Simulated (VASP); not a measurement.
# Li2ICl: single point with r2SCAN

The system is Li2ICl.

```
Cl Li I
1.0
     4.11073    0.00000    0.00000
     0.00000    4.11073    0.00000
     0.00000    0.00000    5.49358
Cl Li I
1 2 1
Direct
  0.00000 0.00000 0.00000
  0.00000 0.00000 0.50000
  0.50000 0.50000 0.00000
  0.50000 0.50000 0.50000
```

This cell differs from its parent crystal: epitaxial xy strain +2.3%.

```json
{
 "Program": "VASP 6.6.1",
 "Task": "single point",
 "Functional": "r2SCAN",
 "Potentials or basis": "VASP PAW PBE potentials, release 64 (Cl, Li_sv, I)",
 "Cutoff": "520 eV",
 "k mesh": "6 × 6 × 6",
 "Occupations": "gaussian, width 0.01 eV",
 "Spin": "no spin polarisation",
 "Dipole correction": "no",
 "Further INCAR settings": "ALGO = Normal; EDIFF = 1e-06; NBANDS = 18"
}
```

| Property | Result |
| --- | --- |
| Band gap on the k mesh | 5.36 eV, direct |

Levels at points of the mesh, in eV from the valence-band top:
```tsv
k point	band 7	band 8	band 9	band 10	band 11	band 12	band 13	band 14
(0.00, 0.00, 0.00)	-1.49	-0.44	-0.08	-0.08	5.51	6.26	6.74	10.15
(0.50, 0.00, 0.00)	-1.82	-1.54	-1.06	-0.05	6.79	7.36	8.01	8.24
(0.50, 0.50, 0.00)	-1.64	-1.21	-1.13	-1.13	5.79	6.90	7.15	7.15
(0.00, 0.00, 0.50)	-1.22	-1.22	-0.44	-0.44	7.00	7.35	7.89	8.51
(0.50, 0.00, 0.50)	-1.04	-0.68	-0.33	0.00	5.36	6.34	7.49	7.91
(0.50, 0.50, 0.50)	-2.08	-2.08	-1.65	-1.18	7.05	8.04	8.04	8.80
```

It took 2.7 min on 1 thread of AMD EPYC 9R45 96-Core Processor (Zen 5) (shared host), peak memory 0.22 GiB.

Caveat: the cell differs from its parent crystal (epitaxial xy strain +2.3%); spin-orbit coupling is left out, which moves the levels of the heavy elements. A k mesh can miss the band edges.
